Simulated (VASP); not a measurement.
# WS2 (2H WS2) (P6_3/mmc) in VASP: single point with LDA

Aim: the single point of WS2 (2H WS2) with LDA.

All numbers are computed with VASP 6.6.1; they aren't measurements. Logs are shortened: lines on timing, memory, paths and dates and some standing lists are left out, and cuts for length are marked.

## Step 1: The cell of the first run

It takes space group P6_3/mmc (No. 194, hexagonal). Conventional cell: a = 3.180 Å, b = 3.180 Å, c = 12.500 Å, α = 90.00°, β = 90.00°, γ = 120.00°. W (site symmetry -6m2) has 6 S at 2.40 Å and 6 W at 3.18 Å within 3.2 Å. Within 3.2 Å of S (site symmetry 3m) lie 3 W at 2.40 Å and 7 S at 3.09 to 3.18 Å.

## Step 2: Single point, LDA

File INCAR:

```
PREC = Accurate ; ENCUT = 520
EDIFF = 1E-6 ; ISMEAR = 0
SIGMA = 0.01 ; LREAL = F
LASPH = T ; NELM = 60
ALGO = Normal ; ISIF = 2
LWAVE = F ; LCHARG = F
GGA = CA ; NBANDS = 35
```

File KPOINTS:

```
Automatic mesh
0
Gamma
  12 12 3
```

File POSCAR:

```
WS2
1.0
    3.1800000000      0.0000000000      0.0000000000
   -1.5900000000      2.7539607840      0.0000000000
    0.0000000000      0.0000000000     12.5000000000
W S
2 4
Direct
    0.3333333333      0.6666666667      0.2500000000
    0.6666666667      0.3333333333      0.7500000000
    0.3333333333      0.6666666667      0.6264347796
    0.6666666667      0.3333333333      0.1264347796
    0.3333333333      0.6666666667      0.8735652204
    0.6666666667      0.3333333333      0.3735652204
```

Potentials or basis: VASP PAW LDA potentials, release 64 (W_sv, S).

Launch:

```console
$ cat potpaw_LDA.64/W_sv/POTCAR potpaw_LDA.64/S/POTCAR > POTCAR
$ mpirun -np 1 vasp_std > vasp.out
```

OUTCAR:

```text
PREC = Accurate
   ENCUT = 520
   EDIFF = 1E-6
   ISMEAR = 0
   LREAL = F
   LASPH = T
   NELM = 60
   ISIF = 2
   GGA = CA

 ion  position               nearest neighbor table
   1  0.333  0.667  0.250-   4 2.40   6 2.40   4 2.40   6 2.40   4 2.40   6 2.40
   2  0.667  0.333  0.750-   3 2.40   5 2.40   3 2.40   5 2.40   3 2.40   5 2.40
   3  0.333  0.667  0.626-   2 2.40   2 2.40   2 2.40
   4  0.667  0.333  0.126-   1 2.40   1 2.40   1 2.40
   5  0.333  0.667  0.874-   2 2.40   2 2.40   2 2.40
   6  0.667  0.333  0.374-   1 2.40   1 2.40   1 2.40

  LATTYP: Found a hexagonal cell.
 ALAT       =     3.1800000000
 C/A-ratio  =     3.9308176101

  Lattice vectors:

 A1 = (   3.1800000000,   0.0000000000,   0.0000000000)
 A2 = (  -1.5900000000,   2.7539607840,   0.0000000000)
 A3 = (   0.0000000000,   0.0000000000,  12.5000000000)

Analysis of symmetry for initial positions (statically):
=====================================================================
 Subroutine PRICEL returns:
 Original cell was already a primitive cell.

 Routine SETGRP: Setting up the symmetry group for a
 hexagonal supercell.

 Subroutine GETGRP returns: Found 24 space group operations
 (whereof 12 operations were pure point group operations)
 out of a pool of 24 trial point group operations.

The static configuration has the point symmetry D_3d.
 The point group associated with its full space group is D_6h.

Analysis of symmetry for dynamics (positions and initial velocities):
=====================================================================
 Subroutine PRICEL returns:
 Original cell was already a primitive cell.

 Routine SETGRP: Setting up the symmetry group for a
 hexagonal supercell.

 Subroutine GETGRP returns: Found 24 space group operations
 (whereof 12 operations were pure point group operations)
 out of a pool of 24 trial point group operations.

The dynamic configuration has the point symmetry D_3d.
 The point group associated with its full space group is D_6h.

 Subroutine INISYM returns: Found 24 space group operations
 (whereof 12 operations are pure point group operations),
 and found     1 'primitive' translations

----------------------------------------------------------------------------------------

                                     Primitive cell

  volume of cell :     109.4699

[... 91 lines left out ...]
   LNONCOLLINEAR =      F non collinear calculations
   LSORBIT =      F    spin-orbit coupling
   LASPH  =      T    aspherical Exc in radial PAW
   ENCUT  =  520.0 eV  38.22 Ry    6.18 a.u.   5.91  5.91 23.24*2*pi/ulx,y,z
   NELM   =     60;   NELMIN=  2; NELMDL= -5     # of ELM steps
   EDIFF  = 0.1E-05   stopping-criterion for ELM
   LREAL  =      F    real-space projection
   EDIFFG = 0.1E-04   stopping-criterion for IOM
   NSW    =      0    number of steps for IOM
   IBRION =     -1    ionic relax: 0-MD 1-quasi-New 2-CG
   NFREE  =      0    steps in history (QN), initial steepest desc. (CG)
   ISIF   =      2    stress and relaxation
   ISYM   =      2    0-nonsym 1-usesym 2-fastsym
   POTIM  = 0.5000    time-step for ionic-motion
   TEBEG  =    0.0;   TEEND  =   0.0 temperature during run
   PSTRESS=    0.0 pullay stress
   NELECT =      52.0000    total number of electrons
   NUPDOWN=      -1.0000    fix difference up-down
   EMIN   =  10.00;   EMAX   =-10.00  energy-range for DOS
   EFERMI =   0.00;   METHOD = LEGACY
   ISMEAR =     0;   SIGMA  =   0.01  broadening in eV -4-tet -1-fermi 0-gaus
   EFERMI_NEDOS =   21; number of points for ismear=-14 and -15
   IALGO  =     38    algorithm
   IMIX   =      4    mixing-type and parameters
     AMIX     =   0.40;   BMIX     =  1.00
     AMIX_MAG =   1.60;   BMIX_MAG =  1.00
  volume/ion in A,a.u.               =      18.24       123.12
  Fermi-wavevector in a.u.,A,eV,Ry     =   1.277353  2.413847 22.199688  1.631631
  Thomas-Fermi vector in A             =   2.409958
   LORBIT       =      0    0 simple, 1 ext, 2 COOP (PROOUT), +10 PAW based schemes
   GGA     = CA    functional components
   LHFCALC =     F    Hartree Fock is set to
   AEXX    =    0.0000 exact exchange contribution
   IVDW    =     0    specifies the selected vdW correction
   LEPSILON=     F    determine dielectric tensor
   LRPA    =     F    only Hartree local field effects (RPA)
 non-spin polarized calculation
 Gauss-broadening in eV      SIGMA  =   0.01
  energy-cutoff  :      520.00
  volume of cell :      109.47
 maximum number of plane-waves:      2976
 NGX is ok and might be reduce to    24
   NGX = 11   NGY = 11   NGZ = 47

 number of electron      52.0000003 magnetization

 Free energy of the ion-electron system (eV)
  ---------------------------------------------------
  ext. energy  EPLUGINS =         0.00000000
  ---------------------------------------------------
  free energy    TOTEN  =       -52.46135470 eV

  energy without entropy =      -52.46135470  energy(sigma->0) =      -52.46135470

 E-fermi :   7.2955     XC(G=0): -11.0551

 val. band max:        7.0161950095   @ k =   0.0000   0.0000   0.0000
 cond. band min:       8.0045584346   @ k =   0.1667   0.1667   0.0000
 fundamental gap:      0.9883634251
 Fermi energy:         7.2955215188

 k-point     1 :       0.0000    0.0000    0.0000
  band No.  band energies     occupation
      1     -67.2115      2.00000
      2     -67.2115      2.00000
      3     -31.7296      2.00000
      4     -31.7295      2.00000
      5     -31.5719      2.00000
      6     -31.5719      2.00000
[... 901 lines left out ...]
     34      10.9415      0.00000
     35      12.7524      0.00000

 [... further k-points ...]
[... 5 lines left out ...]
  --------------------------------------------------------------------------------------
  -------------------------------------------------------------------------------------
  Total       -3.2333030     -3.2333030     -0.5425444     -0.0000000      0.0000000      0.0000000
  in kB      -47.3218923    -47.3218923     -7.9405575     -0.0000000      0.0000000      0.0000000
  external PRESSURE =     -34.1947807 kB  Pullay stress =       0.0000000 kB

 VOLUME and BASIS-vectors are now :
 -----------------------------------------------------------------------------
  energy-cutoff  :      520.00
  volume of cell :      109.47
      direct lattice vectors                 reciprocal lattice vectors
     3.180000000  0.000000000  0.000000000     0.314465409  0.181556688  0.000000000
    -1.590000000  2.753960784  0.000000000     0.000000000  0.363113377  0.000000000
     0.000000000  0.000000000 12.500000000     0.000000000  0.000000000  0.080000000

 POSITION                                       TOTAL-FORCE (eV/Angst)
 -----------------------------------------------------------------------------------
     -0.00000      1.83597      3.12500        -0.000000      0.000000     -0.000000
      1.59000      0.91799      9.37500         0.000000     -0.000000     -0.000000
     -0.00000      1.83597      7.83043        -0.000000     -0.000000     -0.046621
      1.59000      0.91799      1.58043        -0.000000      0.000000     -0.046621
     -0.00000      1.83597     10.91957        -0.000000     -0.000000      0.046621
      1.59000      0.91799      4.66957         0.000000      0.000000      0.046621
 -----------------------------------------------------------------------------------
    total drift:                               -0.000000      0.000000     -0.000000

  FREE ENERGIE OF THE ION-ELECTRON SYSTEM (eV)
  ---------------------------------------------------
  free  energy   TOTEN  =       -52.4613547010 eV

  energy  without entropy=      -52.4613547010  energy(sigma->0) =      -52.46135470
```

OSZICAR:

```text
N       E                     dE             d eps       ncg     rms          rms(c)
DAV:   1     0.501254117286E+03    0.50125E+03   -0.28347E+04  2932   0.147E+03
DAV:   2    -0.230016577722E+02   -0.52426E+03   -0.50657E+03  3110   0.407E+02
DAV:   3    -0.544457002622E+02   -0.31444E+02   -0.30936E+02  3239   0.954E+01
DAV:   4    -0.551982067482E+02   -0.75251E+00   -0.74835E+00  3238   0.154E+01
DAV:   5    -0.552141451980E+02   -0.15938E-01   -0.15923E-01  3200   0.236E+00    0.386E+01
DAV:   6    -0.528583603166E+02    0.23558E+01   -0.80819E+00  2988   0.188E+01    0.161E+01
DAV:   7    -0.526123157750E+02    0.24604E+00   -0.24523E+00  2869   0.828E+00    0.674E+00
DAV:   8    -0.524638803716E+02    0.14844E+00   -0.36708E-01  3016   0.414E+00    0.182E+00
DAV:   9    -0.524638561640E+02    0.24208E-04   -0.46891E-02  3270   0.108E+00    0.939E-01
DAV:  10    -0.524616947869E+02    0.21614E-02   -0.19140E-02  3182   0.883E-01    0.332E-01
DAV:  11    -0.524613817015E+02    0.31309E-03   -0.31190E-03  2928   0.335E-01    0.176E-01
DAV:  12    -0.524613536932E+02    0.28008E-04   -0.12792E-04  3004   0.727E-02    0.551E-02
DAV:  13    -0.524613559639E+02   -0.22707E-05   -0.13820E-05  3147   0.224E-02    0.407E-02
DAV:  14    -0.524613551402E+02    0.82374E-06   -0.10642E-05  2804   0.200E-02    0.178E-02
DAV:  15    -0.524613547010E+02    0.43922E-06   -0.10979E-06  1677   0.754E-03
   1 F= -.52461355E+02 E0= -.52461355E+02  d E =0.000000E+00
```

stdout:

```text
POSCAR found type information on POSCAR W S
 POSCAR found :  2 types and       6 ions
 scaLAPACK will be used
 LDA part: xc-table for (Slater(with rela. corr.)+CA(PZ))
 , standard interpolation
 POSCAR, INCAR and KPOINTS ok, starting setup
 FFT: planning ... GRIDC
 FFT: planning ... GRID_SOFT
 FFT: planning ... GRID
 WAVECAR not read
 entering main loop
```

It took 66 s on 1 thread of Intel Xeon Platinum 8488C (Sapphire Rapids), shared host; peak memory 0.25 GiB.

What came out:

| Item | Value |
| --- | --- |
| Free energy | -52.4614 eV |
| Pressure | -3.4 GPa |
| Largest force | 0.047 eV/Å |
| Band gap on the k mesh | 0.99 eV, indirect (least direct gap 1.69 eV) |

Forces on the atoms (eV/Å):
```
W    0.000  0.000  0.000
W    0.000  0.000  0.000
S    0.000  0.000 -0.047
S    0.000  0.000 -0.047
S    0.000  0.000  0.047
S    0.000  0.000  0.047
```

Caveat: spin-orbit coupling is left out, which moves the levels of the heavy elements. A k mesh can miss the band edges.
